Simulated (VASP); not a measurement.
# Mg2ZnO3 (P-3m1) in VASP: single point with r2SCAN

Aim: the single point of Mg2ZnO3 with r2SCAN.

All numbers are computed with VASP 6.6.1; they aren't measurements. Logs are shortened: lines on timing, memory, paths and dates and some standing lists are left out, and cuts for length are marked.

### Step 1. The cell of the first run

Symmetry: P-3m1, No. 164, trigonal system. Conventional cell: a = 3.033 Å, b = 3.033 Å, c = 7.403 Å, α = 90.00°, β = 90.00°, γ = 120.00°. Within 2.8 Å of Mg (site symmetry 3m) lie 6 O at 2.12 to 2.14 Å. Within 2.9 Å of Zn (site symmetry -3m) lie 6 O at 2.17 Å. O (site symmetry 3m) has 3 Mg at 2.12 Å and 3 Zn at 2.17 Å within 2.8 Å. Within 2.8 Å of O (site symmetry -3m) lie 6 Mg at 2.14 Å.

### Step 2. Single point, r2SCAN

POSCAR

```
Mg2ZnO3
1.0
    3.0329990000      0.0000000000      0.0000000000
   -1.5164990000      2.6266540000      0.0000000000
    0.0000000000      0.0000000000      7.4033160000
Mg Zn O
2 1 3
Direct
    0.3333333333      0.6666666667      0.6658000000
    0.6666666667      0.3333333333      0.3342000000
    0.0000000000      0.0000000000      0.0000000000
    0.3333333333      0.6666666667      0.1726190000
    0.6666666667      0.3333333333      0.8273810000
    0.0000000000      0.0000000000      0.5000000000
```

INCAR.step1

```
SYSTEM = Mg2ZnO3
PREC     = Accurate       ! precision mode
ENCUT    = 520            ! plane-wave cutoff, eV
ISMEAR   = 0              ! smearing method
SIGMA    = 0.01           ! smearing width, eV
LREAL    = .False.        ! projectors in reciprocal space
LASPH    = .True.         ! aspherical terms in the spheres
NELM     = 60             ! most SCF steps
NBANDS   = 26             ! bands
GGA      = PE             ! functional
ALGO     = Normal         ! electronic algorithm
EDIFF    = 1E-4           ! SCF threshold, eV
LWAVE    = .True.         ! write WAVECAR
LCHARG   = .False.        ! write CHGCAR
```

INCAR.step2

```
SYSTEM = Mg2ZnO3
PREC     = Accurate       ! precision mode
ENCUT    = 520            ! plane-wave cutoff, eV
EDIFF    = 1E-7           ! SCF threshold, eV
ISMEAR   = 0              ! smearing method
SIGMA    = 0.01           ! smearing width, eV
LREAL    = .False.        ! projectors in reciprocal space
LASPH    = .True.         ! aspherical terms in the spheres
NELM     = 60             ! most SCF steps
ALGO     = Normal         ! electronic algorithm
ISIF     = 2              ! what is computed and relaxed
LWAVE    = .False.        ! write WAVECAR
LCHARG   = .False.        ! write CHGCAR
METAGGA  = R2SCAN         ! meta-GGA
LMIXTAU  = .True.       
NBANDS   = 26             ! bands
ISTART   = 1
```

KPOINTS

```
Automatic mesh
0
Gamma
  12 12 4
  0 0 0
```

Potentials or basis: VASP PAW PBE potentials, release 64 (Mg, Zn, O).

The run is started by

```
> cat potpaw_PBE.64/Mg/POTCAR potpaw_PBE.64/Zn/POTCAR potpaw_PBE.64/O/POTCAR > POTCAR
> cp INCAR.step1 INCAR
> mpirun -np 1 vasp_std > vasp.out
> cp INCAR.step2 INCAR
> mpirun -np 1 vasp_std > vasp.out
```

OUTCAR:

```text
SYSTEM = Mg2ZnO3
   PREC = Accurate
   ENCUT = 520
   EDIFF = 1E-7
   ISMEAR = 0
   LREAL = .False.
   LASPH = .True.
   NELM = 60
   ISIF = 2
   METAGGA = R2SCAN
   ISTART = 1

 ion  position               nearest neighbor table
   1  0.333  0.667  0.666-   5 2.12   5 2.12   5 2.12   6 2.14   6 2.14   6 2.14   2 3.02   2 3.02
                             2 3.02   3 3.03   3 3.03   3 3.03
   2  0.667  0.333  0.334-   4 2.12   4 2.12   4 2.12   6 2.14   6 2.14   6 2.14   1 3.02   1 3.02
                             1 3.02   3 3.03   3 3.03   3 3.03
   3  0.000  0.000  0.000-   4 2.17   5 2.17   4 2.17   5 2.17   5 2.17   4 2.17   1 3.03   2 3.03
                             1 3.03   2 3.03   1 3.03   2 3.03
   4  0.333  0.667  0.173-   2 2.12   2 2.12   2 2.12   3 2.17   3 2.17   3 2.17
   5  0.667  0.333  0.827-   1 2.12   1 2.12   1 2.12   3 2.17   3 2.17   3 2.17
   6  0.000  0.000  0.500-   1 2.14   2 2.14   1 2.14   2 2.14   2 2.14   1 2.14

  LATTYP: Found a hexagonal cell.
 ALAT       =     3.0329990000
 C/A-ratio  =     2.4409226643

  Lattice vectors:

 A1 = (   3.0329990000,   0.0000000000,   0.0000000000)
 A2 = (  -1.5164990000,   2.6266540000,   0.0000000000)
 A3 = (   0.0000000000,   0.0000000000,   7.4033160000)

Analysis of symmetry for initial positions (statically):
=====================================================================
 Subroutine PRICEL returns:
 Original cell was already a primitive cell.

 Routine SETGRP: Setting up the symmetry group for a
 hexagonal supercell.

 Subroutine GETGRP returns: Found 12 space group operations
 (whereof 12 operations were pure point group operations)
 out of a pool of 24 trial point group operations.

The static configuration has the point symmetry D_3d.

Analysis of symmetry for dynamics (positions and initial velocities):
=====================================================================
 Subroutine PRICEL returns:
 Original cell was already a primitive cell.

 Routine SETGRP: Setting up the symmetry group for a
 hexagonal supercell.

 Subroutine GETGRP returns: Found 12 space group operations
 (whereof 12 operations were pure point group operations)
 out of a pool of 24 trial point group operations.

The dynamic configuration has the point symmetry D_3d.

 Subroutine INISYM returns: Found 12 space group operations
 (whereof 12 operations are pure point group operations),
 and found     1 'primitive' translations

----------------------------------------------------------------------------------------

                                     Primitive cell

  volume of cell :      58.9795

  direct lattice vectors                    reciprocal lattice vectors
     3.032999000  0.000000000  0.000000000     0.329706670  0.190356185  0.000000000
    -1.516499000  2.626654000  0.000000000     0.000000000  0.380712496  0.000000000
     0.000000000  0.000000000  7.403316000     0.000000000  0.000000000  0.135074607

  length of vectors
     3.032999000  3.032998591  7.403316000     0.380712444  0.380712496  0.135074607

  position of ions in fractional coordinates (direct lattice)
     0.333333333  0.666666667  0.665800000
     0.666666667  0.333333333  0.334200000
     0.000000000  0.000000000  0.000000000
     0.333333333  0.666666667  0.172619000
     0.666666667  0.333333333  0.827381000
     0.000000000  0.000000000  0.500000000

  ion indices of the primitive-cell ions
   primitive index   ion index
                 1           1
                 2           2
                 3           3
                 4           4
                 5           5
                 6           6

----------------------------------------------------------------------------------------

 KPOINTS: Automatic mesh

Automatic generation of k-mesh.
 Grid dimensions read from file:
 generate k-points for:   12   12    4

 Generating k-lattice:

  Cartesian coordinates                     Fractional coordinates (reciprocal lattice)
     0.027475556  0.015863015  0.000000000     0.083333333  0.000000000  0.000000000
     0.000000000  0.031726041  0.000000000     0.000000000  0.083333333  0.000000000
     0.000000000  0.000000000  0.033768652     0.000000000  0.000000000  0.250000000

  Length of vectors
     0.031726037  0.031726041  0.033768652

  Shift w.r.t. Gamma in fractional coordinates (k-lattice)
     0.000000000  0.000000000  0.000000000

 Subroutine IBZKPT returns following result:
 ===========================================

 Found     69 irreducible k-points:

 Following reciprocal coordinates:
            Coordinates               Weight
  0.000000  0.000000  0.000000      1.000000
  0.083333  0.000000  0.000000      6.000000
  0.166667  0.000000  0.000000      6.000000
  0.250000  0.000000  0.000000      6.000000
  0.333333  0.000000  0.000000      6.000000
  0.416667  0.000000  0.000000      6.000000
[... 16 lines left out ...]
  0.166667  0.000000  0.250000      6.000000
  0.000000  0.166667  0.250000      6.000000
 [... further k-points ...]
   k-points           NKPTS =     69   k-points in BZ     NKDIM =     69   number of bands    NBANDS=     26
   number of dos      NEDOS =    301   number of ions     NIONS =      6
   total plane-waves  NPLWV =  32256
   dimension x,y,z NGX =    24 NGY =   24 NGZ =   56
   dimension x,y,z NGXF=    48 NGYF=   48 NGZF=  112
   ions per type =               2   1   3
   NGX,Y,Z   is equivalent  to a cutoff of  13.15, 13.15, 12.58 a.u.
   NGXF,Y,Z  is equivalent  to a cutoff of  26.31, 26.31, 25.15 a.u.
 SYSTEM =  Mg2ZnO3
   PREC   = accura    normal or accurate (medium, high low for compatibility)
   ISTART =      1    job   : 0-new  1-cont  2-samecut
   ICHARG =      0    charge: 1-file 2-atom 10-const
   ISPIN  =      1    spin polarized calculation?
   LNONCOLLINEAR =      F non collinear calculations
   LSORBIT =      F    spin-orbit coupling
   LASPH  =      T    aspherical Exc in radial PAW
   ENCUT  =  520.0 eV  38.22 Ry    6.18 a.u.   5.64  5.64 13.77*2*pi/ulx,y,z
   NELM   =     60;   NELMIN=  2; NELMDL=  0     # of ELM steps
   EDIFF  = 0.1E-06   stopping-criterion for ELM
   LREAL  =      F    real-space projection
   EDIFFG = 0.1E-05   stopping-criterion for IOM
   NSW    =      0    number of steps for IOM
   IBRION =     -1    ionic relax: 0-MD 1-quasi-New 2-CG
   NFREE  =      0    steps in history (QN), initial steepest desc. (CG)
   ISIF   =      2    stress and relaxation
   ISYM   =      2    0-nonsym 1-usesym 2-fastsym
   POTIM  = 0.5000    time-step for ionic-motion
   TEBEG  =    0.0;   TEEND  =   0.0 temperature during run
   PSTRESS=    0.0 pullay stress
   NELECT =      34.0000    total number of electrons
   NUPDOWN=      -1.0000    fix difference up-down
   EMIN   =  10.00;   EMAX   =-10.00  energy-range for DOS
   EFERMI =   0.00;   METHOD = LEGACY
   ISMEAR =     0;   SIGMA  =   0.01  broadening in eV -4-tet -1-fermi 0-gaus
   EFERMI_NEDOS =   21; number of points for ismear=-14 and -15
   IALGO  =     38    algorithm
   IMIX   =      4    mixing-type and parameters
     AMIX     =   0.40;   BMIX     =  1.00
     AMIX_MAG =   1.60;   BMIX_MAG =  1.00
  volume/ion in A,a.u.               =       9.83        66.34
  Fermi-wavevector in a.u.,A,eV,Ry     =   1.362492  2.574737 25.257648  1.856385
  Thomas-Fermi vector in A             =   2.488977
   LORBIT       =      0    0 simple, 1 ext, 2 COOP (PROOUT), +10 PAW based schemes
   METAGGA = R2SCAN    functional components
   LHFCALC =     F    Hartree Fock is set to
   AEXX    =    0.0000 exact exchange contribution
   IVDW    =     0    specifies the selected vdW correction
   LEPSILON=     F    determine dielectric tensor
   LRPA    =     F    only Hartree local field effects (RPA)
 non-spin polarized calculation
 Gauss-broadening in eV      SIGMA  =   0.01
  energy-cutoff  :      520.00
  volume of cell :       58.98
 maximum number of plane-waves:      1612
 NGX is ok and might be reduce to    24
   NGX = 11   NGY = 11   NGZ = 27

 number of electron      34.0000021 magnetization

 Free energy of the ion-electron system (eV)
  ---------------------------------------------------
  ext. energy  EPLUGINS =         0.00000000
  ---------------------------------------------------
  free energy    TOTEN  =       -50.22111189 eV

  energy without entropy =      -50.22111189  energy(sigma->0) =      -50.22111189

 E-fermi :   2.5501     XC(G=0): -11.9108

 val. band max:        2.4006398447   @ k =   0.0000   0.0000   0.5000
 cond. band min:       5.9796754574   @ k =   0.0000   0.0000   0.0000
 fundamental gap:      3.5790356127
 Fermi energy:         2.5501399525

 k-point     1 :       0.0000    0.0000    0.0000
  band No.  band energies     occupation
      1     -16.0983      2.00000
      2     -15.3308      2.00000
      3     -15.0932      2.00000
      4      -3.0858      2.00000
      5      -2.3769      2.00000
      6      -2.3768      2.00000
[... 18 lines left out ...]
     25      19.0108      0.00000
     26      19.0108      0.00000

 k-point     2 :       0.0833    0.0000    0.0000
  band No.  band energies     occupation
      1     -16.0375      2.00000
      2     -15.2980      2.00000
      3     -15.0581      2.00000
      4      -3.0161      2.00000
      5      -2.4703      2.00000
      6      -2.3544      2.00000
[... 18 lines left out ...]
     25      18.2065      0.00000
     26      18.8773      0.00000

 k-point     3 :       0.1667    0.0000    0.0000
  band No.  band energies     occupation
      1     -15.8650      2.00000
      2     -15.2077      2.00000
      3     -14.9612      2.00000
      4      -2.8351      2.00000
      5      -2.6227      2.00000
      6      -2.3026      2.00000
[... 18 lines left out ...]
     25      17.4001      0.00000
     26      18.0700      0.00000

 k-point     4 :       0.2500    0.0000    0.0000
  band No.  band energies     occupation
      1     -15.6108      2.00000
      2     -15.0834      2.00000
      3     -14.8282      2.00000
      4      -2.8052      2.00000
      5      -2.5199      2.00000
      6      -2.2694      2.00000
[... 18 lines left out ...]
     25      16.2682      0.00000
     26      18.0710      0.00000
[... 496 lines left out ...]
      1     -15.9754      2.00000
      2     -15.4938      2.00000
      3     -14.9204      2.00000
      4      -3.1721      2.00000
      5      -2.4406      2.00000
      6      -2.3549      2.00000
[... 18 lines left out ...]
     25      17.8670      0.00000
     26      18.9125      0.00000

 k-point    23 :       0.1667    0.0000    0.2500
  band No.  band energies     occupation
      1     -15.8081      2.00000
      2     -15.3748      2.00000
      3     -14.8483      2.00000
      4      -2.9683      2.00000
      5      -2.5381      2.00000
      6      -2.3029      2.00000
[... 18 lines left out ...]
     25      17.8625      0.00000
     26      18.0434      0.00000

 k-point    24 :       0.0000    0.1667    0.2500
  band No.  band energies     occupation
      1     -15.8090      2.00000
      2     -15.3730      2.00000
      3     -14.8491      2.00000
      4      -2.9438      2.00000
      5      -2.5772      2.00000
      6      -2.3032      2.00000
[... 18 lines left out ...]
     25      17.7833      0.00000
     26      18.0777      0.00000

 [... further k-points ...]
[... 5 lines left out ...]
  --------------------------------------------------------------------------------------
  -------------------------------------------------------------------------------------
  Total       -2.5924766     -2.5924762     -2.5277291     -0.0000005      0.0000000      0.0000000
  in kB      -70.4245365    -70.4245267    -68.6656753     -0.0000134      0.0000000      0.0000000
  external PRESSURE =     -69.8382461 kB  Pullay stress =       0.0000000 kB

 VOLUME and BASIS-vectors are now :
 -----------------------------------------------------------------------------
  energy-cutoff  :      520.00
  volume of cell :       58.98
      direct lattice vectors                 reciprocal lattice vectors
     3.032999000  0.000000000  0.000000000     0.329706670  0.190356185  0.000000000
    -1.516499000  2.626654000  0.000000000     0.000000000  0.380712496  0.000000000
     0.000000000  0.000000000  7.403316000     0.000000000  0.000000000  0.135074607

 POSITION                                       TOTAL-FORCE (eV/Angst)
 -----------------------------------------------------------------------------------
      0.00000      1.75110      4.92913        -0.000000      0.000000     -0.025181
      1.51650      0.87555      2.47419         0.000000     -0.000000      0.025181
      0.00000      0.00000      0.00000        -0.000000     -0.000000      0.000000
      0.00000      1.75110      1.27795        -0.000000      0.000000     -0.048304
      1.51650      0.87555      6.12536         0.000000     -0.000000      0.048304
      0.00000      0.00000      3.70166        -0.000000     -0.000000      0.000000
 -----------------------------------------------------------------------------------
    total drift:                               -0.000000      0.000000     -0.000000

  FREE ENERGIE OF THE ION-ELECTRON SYSTEM (eV)
  ---------------------------------------------------
  free  energy   TOTEN  =       -50.2211118905 eV

  energy  without entropy=      -50.2211118905  energy(sigma->0) =      -50.22111189
```

Wall time 5.4 min (1 thread of Intel Xeon Platinum 8259CL at 2.50GHz (Skylake/Cascade Lake), shared host); peak memory 0.25 GiB.

What came out:

```yaml
Free_energy: -50.2211 eV
Pressure: -7.0 GPa
Largest_force: 0.048 eV/Å
Band_gap_on_the_k_mesh: 3.58 eV, indirect (least direct gap 3.67 eV)
```

Forces on the atoms (eV/Å):
```
Mg   0.000  0.000 -0.025
Mg   0.000  0.000  0.025
Zn   0.000  0.000  0.000
O    0.000  0.000 -0.048
O    0.000  0.000  0.048
O    0.000  0.000  0.000
```

Caveat: the PAW data sets were made with another functional, which shifts forces and pressure a little. A k mesh can miss the band edges.
